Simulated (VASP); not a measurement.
**BaTiO3: single point with r2SCAN**

The system is BaTiO3.

```
CELL_PARAMETERS angstrom
3.97237 0.00000 0.00000
0.00000 3.97237 0.00000
0.00000 0.00000 4.11223
ATOMIC_POSITIONS crystal
Ba 0.00000 0.00000 0.99564
Ti 0.50000 0.50000 0.47753
O 0.50000 0.50000 0.03455
O 0.50000 0.00000 0.51764
O 0.00000 0.50000 0.51764
```

```yaml
Program: VASP 6.6.1
Task: single point
Functional: r2SCAN
Potentials_or_basis: VASP PAW PBE potentials, release 64 (Ba_sv, Ti_sv, O)
Cutoff: 520 eV
k_mesh: 6 × 6 × 6
Occupations: gaussian, width 0.01 eV
Spin: no spin polarisation
```

```json
{
 "Pressure": "1.9 GPa",
 "Largest force": "0.165 eV/Å",
 "Band gap on the k mesh": "2.21 eV, indirect (least direct gap 2.71 eV)"
}
```

Forces in eV/Å, atoms in the order of the input:
```
Ba   0.000  0.000  0.029
Ti   0.000  0.000  0.165
O    0.000  0.000 -0.158
O    0.000  0.000 -0.018
O    0.000  0.000 -0.018
```

Stress tensor (GPa, compression positive):
```
1.87 0.00 0.00
0.00 1.87 0.00
0.00 0.00 2.05
```

Levels at points of the mesh, in eV from the valence-band top:
| k point | band 16 | band 17 | band 18 | band 19 | band 20 | band 21 | band 22 | band 23 | band 24 | band 25 |
| --- | --- | --- | --- | --- | --- | --- | --- | --- | --- | --- |
| (0.00, 0.00, 0.00) | -1.61 | -1.32 | -0.73 | -0.50 | -0.50 | 2.21 | 2.69 | 2.69 | 4.38 | 4.56 |
| (0.50, 0.00, 0.00) | -2.01 | -1.95 | -1.72 | -1.41 | -1.22 | 2.79 | 3.90 | 3.98 | 4.46 | 6.14 |
| (0.50, 0.50, 0.00) | -2.96 | -2.02 | -1.13 | -1.13 | -0.07 | 4.01 | 4.01 | 4.39 | 4.78 | 8.12 |
| (0.00, 0.00, 0.50) | -2.13 | -2.05 | -2.03 | -0.76 | -0.76 | 2.34 | 3.90 | 3.90 | 4.37 | 6.41 |
| (0.50, 0.00, 0.50) | -2.69 | -1.87 | -1.10 | -1.04 | -0.42 | 3.92 | 3.94 | 4.25 | 5.25 | 7.83 |
| (0.50, 0.50, 0.50) | -2.60 | -2.60 | -0.34 | -0.34 | 0.00 | 4.50 | 4.50 | 4.59 | 6.83 | 7.19 |

Run time: 100 s on 1 thread of Intel(R) Xeon(R) 6975P-C (Granite Rapids), with other jobs on the host, peak memory 0.22 GiB.

Caveat: the PAW data sets were made with another functional, which shifts forces and pressure a little; spin-orbit coupling is left out, which moves the levels of the heavy elements. r2SCAN opens gaps a little over a GGA but as a rule still falls short of measured ones.
